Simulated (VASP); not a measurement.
Wanted: the native input for a VASP 6.6.1 run.

```
Task                   : single point
Functional             : RPBE
Potentials or basis    : VASP PAW PBE potentials, release 64 (Ag)
Cutoff                 : 520 eV
k mesh                 : 21 × 21 × 21
Occupations            : fermi-dirac, width 0.1 eV
Spin                   : no spin polarisation
Dipole correction      : no
Further INCAR settings : ALGO = Normal; EDIFF = 1e-06; NBANDS = 12
```

The structure of Ag lies in POSCAR:

```
Ag
1.0
    0.0000000000      2.1061994619      2.1061994619
    2.1061994619      0.0000000000      2.1061994619
    2.1061994619      2.1061994619      0.0000000000
Ag
1
Direct
    0.0000000000      0.0000000000      0.0000000000
```

These files were run (other wordings do the same):

INCAR

```
PREC     = Accurate       # precision mode
ENCUT    = 520            # plane-wave cutoff, eV
EDIFF    = 1E-6           # SCF threshold, eV
ISMEAR   = -1             # smearing method
SIGMA    = 0.1            # smearing width, eV
LREAL    = False          # projectors in reciprocal space
LASPH    = True           # aspherical terms in the spheres
NELM     = 60             # most SCF steps
ALGO     = Normal         # electronic algorithm
ISIF     = 2              # what is computed and relaxed
LWAVE    = False          # write WAVECAR
LCHARG   = True           # write CHGCAR
GGA      = RP             # functional
LELF     = True           # ELF
LVHAR    = True         
NBANDS   = 12             # bands
```

KPOINTS

```
Automatic mesh
0
Gamma
  21 21 21
```

Potentials or basis: VASP PAW PBE potentials, release 64 (Ag).

Run with:

```bash
$ cat potpaw_PBE.64/Ag/POTCAR > POTCAR
$ mpirun -np 1 vasp_std > vasp.out
```

Results of the run:

The pressure is 0.0 GPa.

Caveat: the PAW data sets were made with another functional, which shifts forces and pressure a little.

Run time: 31 s on 1 thread of Intel(R) Xeon(R) Platinum 8259CL CPU @ 2.50GHz (Skylake/Cascade Lake), on a shared host, peak memory 0.19 GiB.
